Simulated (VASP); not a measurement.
LiF (Griceite), 2 atoms in the cell. Symmetry: Fm-3m, No. 225, cubic system. Conventional cell: a = 3.954 Å, b = 3.954 Å, c = 3.954 Å, α = 90.00°, β = 90.00°, γ = 90.00°. Within 2.6 Å of F (site symmetry m-3m) lie 6 Li at 1.98 Å. Within 2.6 Å of Li (site symmetry m-3m) lie 6 F at 1.98 Å. 

* Program: VASP 6.6.1
* Task: single point
* Functional: PBEsol
* Dispersion: D3(BJ)
* Potentials or basis: VASP PAW PBE potentials, release 64 (F, Li_sv)
* Cutoff: 520 eV
* k mesh: 11 × 11 × 11
* Occupations: gaussian, width 0.01 eV
* Spin: no spin polarisation
* Dipole correction: no
* Further INCAR settings: ALGO = Normal; EDIFF = 1e-07; NBANDS = 12

Potentials or basis: VASP PAW PBE potentials, release 64 (F, Li_sv).

Command:

```sh
$ cat potpaw_PBE.64/F/POTCAR potpaw_PBE.64/Li_sv/POTCAR > POTCAR
$ mpirun -np 1 vasp_std > vasp.out
```

Hardware: 1 thread of AMD EPYC 9R14 (Zen 4), with other jobs on the host.

Task: How long does it take, and how much memory?

Result: It took 9.4 s on 1 thread of AMD EPYC 9R14 (Zen 4) (shared host), peak memory 0.11 GiB. Counts: scf iterations 13, k points 56.
